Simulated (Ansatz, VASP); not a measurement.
Ta in VASP and in Ansatz

File INCAR:

```
SYSTEM = Ta
PREC     = Accurate       ! precision mode
ENCUT    = 520            ! plane-wave cutoff, eV
EDIFF    = 1E-6           ! SCF threshold, eV
ISMEAR   = 0              ! smearing method
SIGMA    = 0.15           ! smearing width, eV
LREAL    = .FALSE.        ! projectors in reciprocal space
LASPH    = .TRUE.         ! aspherical terms in the spheres
NELM     = 100            ! most SCF steps
ALGO     = Normal         ! electronic algorithm
ISIF     = 2              ! what is computed and relaxed
LWAVE    = .FALSE.        ! write WAVECAR
LCHARG   = .FALSE.        ! write CHGCAR
GGA      = PE             ! functional
NBANDS   = 12             ! bands
```

The input KPOINTS:

```
Automatic mesh
0
G
  18 18 18
  0 0 0
```

File POSCAR:

```
Ta
1.0
   -1.6594835689      1.6594835689      1.7217142027
    1.6594835689     -1.6594835689      1.7217142027
    1.6594835689      1.6594835689     -1.7217142027
Ta
1
Direct
    0.0000000000      0.0000000000      0.0000000000
```

Input for Ansatz:

```yaml
crystal:
  lattice:
    - [-1.6594835689, 1.6594835689, 1.7217142027]
    - [1.6594835689, -1.6594835689, 1.7217142027]
    - [1.6594835689, 1.6594835689, -1.7217142027]
  atoms:
    - { symbol: Ta, position: [0.0, 0.0, 0.0] }
basis:
  ecutwfc: 420
kpoints:
  mp_grid: { grid: [18, 18, 18] }
hamiltonian:
  xc: pbe
  pseudopotentials: { kind: paw, azcp: { folder: soft_1 } }
scf:
  occupations: { method: gaussian, width: 0.15 }
output:
  forces: true
  stress: true
  eigenvalues: true
```

Change from the starting cell: normal strain along x +0.0000, normal strain along z +0.0375.

Alike in both runs: task single point; functional PBE; k mesh 18 × 18 × 18; occupations gaussian, width 0.15 eV; no spin polarisation.

```csv
,VASP,Ansatz
version,VASP 6.6.1,Ansatz 0.2.0
potentials or method,"VASP PAW PBE potentials, release 64 (Ta_pv), cutoff 520 eV","scalar-relativistic, plane waves, PAW"
valence electrons in the cell,11,13
```

|  | VASP | Ansatz | Ansatz less VASP |
| --- | --- | --- | --- |
| gap on the k mesh at the Fermi level (eV) | none | none | - |
| pressure (GPa) | -6.5 | -6.5 | -0.02 |
| traceless stress, the component that is largest in VASP (GPa) | -2.23 | -2.23 | 0.000 |

A gap of «none» marks a metal or a gap that the smearing closes. VASP's potentials hold 11 valence electrons a cell and Ansatz's 13, so a difference there can come from the potentials and not from the codes.

Neither program's run includes spin-orbit coupling.
